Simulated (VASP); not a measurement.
# NiO (Fm-3m) in VASP: further runs

The runs below take NiO through single point, relaxation of cell and atoms, with PBE.

Program: VASP 6.6.1. These are calculated values, not measurements. Logs are shortened: lines on timing, memory, paths and dates and some standing lists are left out, and cuts for length are marked.

## (1) The cell of the first run

It takes space group Fm-3m (No. 225, cubic). Conventional cell: a = 4.216 Å, b = 4.216 Å, c = 4.216 Å, α = 90.00°, β = 90.00°, γ = 90.00°. Within 2.8 Å of Ni (site symmetry m-3m) lie 6 O at 2.11 Å. O (site symmetry m-3m) has 6 Ni at 2.11 Å within 2.8 Å.

## (2) Single point, PBE, collinear spin, ferromagnetic start

Contents of INCAR:

```
SYSTEM = NiO
PREC = Accurate
ENCUT = 520
EDIFF = 1E-6
ISMEAR = 0
SIGMA = 0.1
LREAL = .FALSE.
LASPH = .TRUE.
NELM = 150
ALGO = Normal
ISIF = 2
LWAVE = .FALSE.
LCHARG = .FALSE.
ISPIN = 2
MAGMOM = 1.64 0.34
LORBIT = 11
LMAXMIX = 4
GGA = PE
NBANDS = 19
```

Contents of KPOINTS:

```
Automatic mesh
0
G
  22 22 22
  0 0 0
```

Contents of POSCAR:

```
NiO
1.0
    0.0000000000      2.1081864440      2.1081864440
    2.1081864440      0.0000000000      2.1081864440
    2.1081864440      2.1081864440      0.0000000000
Ni O
1 1
Direct
    0.0000000000      0.0000000000      0.0000000000
    0.5000000000      0.5000000000      0.5000000000
```

Potentials or basis: VASP PAW PBE potentials, release 64 (Ni, O).

Launch:

```console
cat potpaw_PBE.64/Ni/POTCAR potpaw_PBE.64/O/POTCAR > POTCAR
mpirun -np 1 vasp_std > vasp.out
```

OUTCAR:

```text
SYSTEM = NiO
   PREC = Accurate
   ENCUT = 520
   EDIFF = 1E-6
   ISMEAR = 0
   LREAL = .FALSE.
   LASPH = .TRUE.
   NELM = 150
   ISIF = 2
   ISPIN = 2
   LORBIT = 11
   GGA = PE

 ion  position               nearest neighbor table
   1  0.000  0.000  0.000-   2 2.11   2 2.11   2 2.11   2 2.11   2 2.11   2 2.11
   2  0.500  0.500  0.500-   1 2.11   1 2.11   1 2.11   1 2.11   1 2.11   1 2.11

  LATTYP: Found a face centered cubic cell.
 ALAT       =     4.2163728880

  Lattice vectors:

 A1 = (   0.0000000000,   2.1081864440,   2.1081864440)
 A2 = (   2.1081864440,   0.0000000000,   2.1081864440)
 A3 = (   2.1081864440,   2.1081864440,   0.0000000000)

Analysis of symmetry for initial positions (statically):
=====================================================================
 Subroutine PRICEL returns:
 Original cell was already a primitive cell.

 Routine SETGRP: Setting up the symmetry group for a
 face centered cubic supercell.

 Subroutine GETGRP returns: Found 48 space group operations
 (whereof 48 operations were pure point group operations)
 out of a pool of 48 trial point group operations.

The static configuration has the point symmetry O_h .

Analysis of symmetry for dynamics (positions and initial velocities):
=====================================================================
 Subroutine PRICEL returns:
 Original cell was already a primitive cell.

 Routine SETGRP: Setting up the symmetry group for a
 face centered cubic supercell.

 Subroutine GETGRP returns: Found 48 space group operations
 (whereof 48 operations were pure point group operations)
 out of a pool of 48 trial point group operations.

The dynamic configuration has the point symmetry O_h .

Analysis of structural, dynamic, and magnetic symmetry:
=====================================================================
 Subroutine PRICEL returns:
 Original cell was already a primitive cell.

 Routine SETGRP: Setting up the symmetry group for a
 face centered cubic supercell.

 Subroutine GETGRP returns: Found 48 space group operations
 (whereof 48 operations were pure point group operations)
 out of a pool of 48 trial point group operations.

The overall configuration has the point symmetry O_h .

 Subroutine INISYM returns: Found 48 space group operations
 (whereof 48 operations are pure point group operations),
 and found     1 'primitive' translations

----------------------------------------------------------------------------------------

                                     Primitive cell

  volume of cell :      18.7395

  direct lattice vectors                    reciprocal lattice vectors
     0.000000000  2.108186444  2.108186444    -0.237170674  0.237170674  0.237170674
     2.108186444  0.000000000  2.108186444     0.237170674 -0.237170674  0.237170674
     2.108186444  2.108186444  0.000000000     0.237170674  0.237170674 -0.237170674

  length of vectors
     2.981425861  2.981425861  2.981425861     0.410791658  0.410791658  0.410791658

  position of ions in fractional coordinates (direct lattice)
     0.000000000  0.000000000  0.000000000
     0.500000000  0.500000000  0.500000000

  ion indices of the primitive-cell ions
   primitive index   ion index
                 1           1
                 2           2

----------------------------------------------------------------------------------------

 KPOINTS: Automatic mesh

Automatic generation of k-mesh.
 Grid dimensions read from file:
 generate k-points for:   22   22   22

 Generating k-lattice:

  Cartesian coordinates                     Fractional coordinates (reciprocal lattice)
    -0.010780485  0.010780485  0.010780485     0.045454545  0.000000000  0.000000000
     0.010780485 -0.010780485  0.010780485     0.000000000  0.045454545  0.000000000
     0.010780485  0.010780485 -0.010780485     0.000000000  0.000000000  0.045454545

  Length of vectors
     0.018672348  0.018672348  0.018672348

  Shift w.r.t. Gamma in fractional coordinates (k-lattice)
     0.000000000  0.000000000  0.000000000

 Subroutine IBZKPT returns following result:
 ===========================================

 Found    328 irreducible k-points:

 Following reciprocal coordinates:
            Coordinates               Weight
  0.000000  0.000000  0.000000      1.000000
  0.045455  0.000000  0.000000      8.000000
  0.090909  0.000000  0.000000      8.000000
  0.136364  0.000000  0.000000      8.000000
  0.181818  0.000000  0.000000      8.000000
  0.227273  0.000000  0.000000      8.000000
[... 16 lines left out ...]
  0.500000  0.045455  0.000000     24.000000
 -0.454545  0.045455  0.000000     24.000000
 [... further k-points ...]
   k-points           NKPTS =    328   k-points in BZ     NKDIM =    328   number of bands    NBANDS=     19
   number of dos      NEDOS =    301   number of ions     NIONS =      2
   total plane-waves  NPLWV =  13824
   dimension x,y,z NGX =    24 NGY =   24 NGZ =   24
   dimension x,y,z NGXF=    48 NGYF=   48 NGZF=   48
   ions per type =               1   1
   NGX,Y,Z   is equivalent  to a cutoff of  13.38, 13.38, 13.38 a.u.
   NGXF,Y,Z  is equivalent  to a cutoff of  26.77, 26.77, 26.77 a.u.
 SYSTEM =  NiO
   PREC   = accura    normal or accurate (medium, high low for compatibility)
   ISTART =      0    job   : 0-new  1-cont  2-samecut
   ICHARG =      2    charge: 1-file 2-atom 10-const
   ISPIN  =      2    spin polarized calculation?
   LNONCOLLINEAR =      F non collinear calculations
   LSORBIT =      F    spin-orbit coupling
   LASPH  =      T    aspherical Exc in radial PAW
   ENCUT  =  520.0 eV  38.22 Ry    6.18 a.u.   5.54  5.54  5.54*2*pi/ulx,y,z
   NELM   =    150;   NELMIN=  2; NELMDL= -5     # of ELM steps
   EDIFF  = 0.1E-05   stopping-criterion for ELM
   LREAL  =      F    real-space projection
   EDIFFG = 0.1E-04   stopping-criterion for IOM
   NSW    =      0    number of steps for IOM
   IBRION =     -1    ionic relax: 0-MD 1-quasi-New 2-CG
   NFREE  =      0    steps in history (QN), initial steepest desc. (CG)
   ISIF   =      2    stress and relaxation
   ISYM   =      2    0-nonsym 1-usesym 2-fastsym
   POTIM  = 0.5000    time-step for ionic-motion
   TEBEG  =    0.0;   TEEND  =   0.0 temperature during run
   PSTRESS=    0.0 pullay stress
   NELECT =      16.0000    total number of electrons
   NUPDOWN=      -1.0000    fix difference up-down
   EMIN   =  10.00;   EMAX   =-10.00  energy-range for DOS
   EFERMI =   0.00;   METHOD = LEGACY
   ISMEAR =     0;   SIGMA  =   0.10  broadening in eV -4-tet -1-fermi 0-gaus
   EFERMI_NEDOS =   21; number of points for ismear=-14 and -15
   IALGO  =     38    algorithm
   IMIX   =      4    mixing-type and parameters
     AMIX     =   0.40;   BMIX     =  1.00
     AMIX_MAG =   1.60;   BMIX_MAG =  1.00
  volume/ion in A,a.u.               =       9.37        63.23
  Fermi-wavevector in a.u.,A,eV,Ry     =   1.553087  2.934909 32.818334  2.412080
  Thomas-Fermi vector in A             =   2.657369
   LORBIT       =     11    0 simple, 1 ext, 2 COOP (PROOUT), +10 PAW based schemes
   GGA     = PE    functional components
   LHFCALC =     F    Hartree Fock is set to
   AEXX    =    0.0000 exact exchange contribution
   IVDW    =     0    specifies the selected vdW correction
   LEPSILON=     F    determine dielectric tensor
   LRPA    =     F    only Hartree local field effects (RPA)
 spin polarized calculation
 Gauss-broadening in eV      SIGMA  =   0.10
  energy-cutoff  :      520.00
  volume of cell :       18.74
 maximum number of plane-waves:       531
 NGX is ok and might be reduce to    24
   NGX = 11   NGY = 11   NGZ = 11

 number of electron      16.0000014 magnetization       1.7707423

 Free energy of the ion-electron system (eV)
  ---------------------------------------------------
  ext. energy  EPLUGINS =         0.00000000
  ---------------------------------------------------
  free energy    TOTEN  =       -11.48202816 eV

  energy without entropy =      -11.47629761  energy(sigma->0) =      -11.47916289

 E-fermi :   7.4781     XC(G=0): -12.5134

 val. band max:        7.4746457144   @ k =   0.3182   0.2273   0.0000
 cond. band min:       7.4799313650   @ k =   0.3636   0.2727   0.0455
 fundamental gap:      0.0052856506
 Fermi energy:         7.4780807404

 spin component 1

 k-point     1 :       0.0000    0.0000    0.0000
  band No.  band energies     occupation
      1     -12.6124      1.00000
      2       4.3741      1.00000
      3       4.3742      1.00000
      4       4.6120      1.00000
      5       4.6120      1.00000
      6       4.6120      1.00000
[... 11 lines left out ...]
     18      33.0483      0.00000
     19      33.0483      0.00000
[... 485 lines left out ...]
 k-point    24 :      -0.4545    0.0455    0.0000
  band No.  band energies     occupation
      1     -11.3216      1.00000
      2      -0.4000      1.00000
      3       1.7654      1.00000
      4       1.7763      1.00000
      5       5.5167      1.00000
      6       5.5242      1.00000
[... 11 lines left out ...]
     18      35.9194      0.00000
     19      36.3432      0.00000

 [... further k-points ...]

 spin component 2

 k-point     1 :       0.0000    0.0000    0.0000
  band No.  band energies     occupation
      1     -12.1679      1.00000
      2       5.1234      1.00000
      3       5.1234      1.00000
      4       5.1234      1.00000
      5       5.7057      1.00000
      6       5.7059      1.00000
[... 11 lines left out ...]
     18      33.6457      0.00000
     19      33.6459      0.00000
[... 485 lines left out ...]
 k-point    24 :      -0.4545    0.0455    0.0000
  band No.  band energies     occupation
      1     -10.8294      1.00000
      2      -0.0249      1.00000
      3       2.8772      1.00000
      4       2.8959      1.00000
      5       6.5316      1.00000
      6       6.5514      1.00000
[... 11 lines left out ...]
     18      36.2261      0.00000
     19      36.6828      0.00000

 [... further k-points ...]

------------------------ aborting loop because EDIFF is reached ----------------------------------------

  FORCE on cell =-STRESS in cart. coord.  units (eV):
  Direction    XX          YY          ZZ          XY          YZ          ZX
  --------------------------------------------------------------------------------------
  -------------------------------------------------------------------------------------
  Total       -0.0545053     -0.0545053     -0.0545053     -0.0000000     -0.0000000      0.0000000
  in kB       -4.6600697     -4.6600697     -4.6600697     -0.0000000     -0.0000000      0.0000000
  external PRESSURE =      -4.6600697 kB  Pullay stress =       0.0000000 kB

 VOLUME and BASIS-vectors are now :
 -----------------------------------------------------------------------------
  energy-cutoff  :      520.00
  volume of cell :       18.74
      direct lattice vectors                 reciprocal lattice vectors
     0.000000000  2.108186444  2.108186444    -0.237170674  0.237170674  0.237170674
     2.108186444  0.000000000  2.108186444     0.237170674 -0.237170674  0.237170674
     2.108186444  2.108186444  0.000000000     0.237170674  0.237170674 -0.237170674

 POSITION                                       TOTAL-FORCE (eV/Angst)
 -----------------------------------------------------------------------------------
      0.00000      0.00000      0.00000         0.000000      0.000000      0.000000
      2.10819      2.10819      2.10819        -0.000000     -0.000000     -0.000000
 -----------------------------------------------------------------------------------
    total drift:                                0.000000     -0.000000     -0.000000

  FREE ENERGIE OF THE ION-ELECTRON SYSTEM (eV)
  ---------------------------------------------------
  free  energy   TOTEN  =       -11.4820281578 eV

  energy  without entropy=      -11.4762976148  energy(sigma->0) =      -11.47916289

 total charge

# of ion       s       p       d       tot
------------------------------------------
    1        0.323   0.383   8.227   8.934
    2        1.557   3.409   0.000   4.966
--------------------------------------------------
tot          1.880   3.793   8.227  13.900

 magnetization (x)

# of ion       s       p       d       tot
------------------------------------------
    1        0.011   0.015   1.429   1.455
    2        0.027   0.244   0.000   0.271
--------------------------------------------------
tot          0.038   0.258   1.429   1.726
```

Wall time 7.3 min (1 thread of AMD EPYC 7R13, shared host); peak memory 0.26 GiB.

Results:

* Free energy: -11.4820 eV
* Pressure: -0.5 GPa
* Net moment: 1.77 μB per cell
* Site moments: Ni +1.46; O +0.27 μB
* Valence electrons inside the program's atomic spheres: Ni 8.93; O 4.97

Levels at points of the mesh, in eV from the Fermi level:
Spin up:
```csv
k point,band 5,band 6,band 7,band 8,band 9,band 10,band 11,band 12,band 13,band 14
"(0.00, 0.00, 0.00)",-2.87,-2.87,-2.59,-2.59,-2.59,1.39,17.77,18.72,18.72,18.72
"(0.50, 0.00, 0.00)",-1.94,-1.94,-1.42,0.23,0.23,5.55,9.70,13.83,13.83,20.94
"(0.50, 0.50, 0.00)",-3.41,-2.78,-2.28,-1.65,-1.65,5.96,10.40,12.11,16.28,16.28
```
Spin down:
```
           k point  band 5  band 6  band 7  band 8  band 9  band 10
(0.00, 0.00, 0.00)   -1.77   -1.77   -1.77   -0.54   -0.54     1.74
(0.50, 0.00, 0.00)   -0.92   -0.92   -0.56    2.17    2.17     5.72
(0.50, 0.50, 0.00)   -2.69   -0.74   -0.74   -0.13    0.35     6.41
```

Caveat: a cell with one magnetic atom can't hold antiferromagnetic order, which such compounds often take; semilocal functionals often make such compounds metallic where correlation or magnetic order opens a gap, which also shifts bond lengths. With open d or f shells a metallic result of PBE can be an artefact of self-interaction; +U or a hybrid may open a gap.

## (3) Relaxation of cell and atoms, PBE, collinear spin, ferromagnetic start

Contents of INCAR:

```
SYSTEM = NiO
PREC = Accurate
ENCUT = 600
EDIFF = 1E-7
ISMEAR = 0
SIGMA = 0.1
LREAL = .FALSE.
LASPH = .TRUE.
NELM = 200
ALGO = Normal
ISIF = 3
LWAVE = .FALSE.
LCHARG = .FALSE.
ISPIN = 2
MAGMOM = 1.64 0.34
LORBIT = 11
LMAXMIX = 4
GGA = PE
IBRION = 2
NSW = 70
EDIFFG = -0.02
GGA_COMPAT = .FALSE.
NELMIN = 4
```

KPOINTS is that of step 2.

Contents of POSCAR:

```
NiO
1.0
    0.0000000000      2.1090541684      2.1090541684
    2.1090541684      0.0000000000      2.1090541684
    2.1090541684      2.1090541684      0.0000000000
Ni O
1 1
Direct
    0.0000000000      0.0000000000      0.0000000000
    0.5000000000      0.5000000000      0.5000000000
```

Potentials or basis: VASP PAW PBE potentials, release 64 (Ni, O).

Launch:

```console
cat potpaw_PBE.64/Ni/POTCAR potpaw_PBE.64/O/POTCAR > POTCAR
mpirun -np 1 vasp_std > vasp.out
```

Run time: 2.3 min. Hardware: 1 thread of Intel Xeon 6975P-C (Granite Rapids), shared host; peak memory 0.28 GiB.

The run converged. Its results:

```
Free energy                                           : -11.4840 eV
Relaxed volume                                        : 9.33 Å³/atom
Relaxed cell                                          : a = 2.978 Å, b = 2.978 Å, c = 2.978 Å, α = 60.00°, β = 60.00°, γ = 60.00°
Space group after relaxing (to 0.1 Å)                 : Fm-3m (No. 225)
Energy gained by relaxing                             : 0.1 meV/atom
Ionic steps                                           : 3
Pressure after relaxing                               : 0.0 GPa
Net moment                                            : 1.76 μB per cell
Site moments                                          : Ni +1.45; O +0.27 μB
Valence electrons inside the program's atomic spheres : Ni 8.94; O 4.97
```

The path:
```tsv
step	energy change (eV)	largest force (eV/Å)	pressure (GPa)	volume (Å³)
1	0.0000	0.0000	-0.83	18.76
2	-0.0002	0.0000	0.35	18.63
3	-0.0002	0.0000	0.02	18.67
```

Final structure:
```cif
data_structure
_symmetry_space_group_name_H-M 'P 1'
_symmetry_Int_Tables_number 1
_cell_length_a 2.9776
_cell_length_b 2.9776
_cell_length_c 2.9776
_cell_angle_alpha 60.000
_cell_angle_beta 60.000
_cell_angle_gamma 60.000
_cell_volume 18.67
loop_
_atom_site_label
_atom_site_type_symbol
_atom_site_fract_x
_atom_site_fract_y
_atom_site_fract_z
_atom_site_occupancy
Ni1 Ni 0.00000 0.00000 0.00000 1
O1 O 0.50000 0.50000 0.50000 1
```

Levels at points of the mesh, in eV from the Fermi level:
Spin up:
| k point | band 5 | band 6 | band 7 | band 8 | band 9 | band 10 | band 11 | band 12 | band 13 |
| --- | --- | --- | --- | --- | --- | --- | --- | --- | --- |
| (0.00, 0.00, 0.00) | -2.89 | -2.89 | -2.60 | -2.60 | -2.60 | 1.41 | 17.78 | 18.74 | 18.74 |
| (0.50, 0.00, 0.00) | -1.95 | -1.95 | -1.42 | 0.24 | 0.24 | 5.55 | 9.73 | 13.86 | 13.86 |
| (0.50, 0.50, 0.00) | -3.42 | -2.78 | -2.28 | -1.65 | -1.65 | 5.98 | 10.41 | 12.13 | 16.32 |
Spin down:
```csv
k point,band 4,band 5,band 6,band 7,band 8,band 9,band 10,band 11
"(0.00, 0.00, 0.00)",-2.38,-1.78,-1.78,-1.78,-0.55,-0.55,1.76,17.72
"(0.50, 0.00, 0.00)",-4.63,-0.93,-0.93,-0.57,2.17,2.17,5.72,10.25
"(0.50, 0.50, 0.00)",-3.69,-2.71,-0.75,-0.75,-0.14,0.35,6.43,10.77
```

Caveat: a cell with one magnetic atom can't hold antiferromagnetic order, which such compounds often take; semilocal functionals often make such compounds metallic where correlation or magnetic order opens a gap, which also shifts bond lengths. With open d or f shells a metallic result of PBE can be an artefact of self-interaction; +U or a hybrid may open a gap.
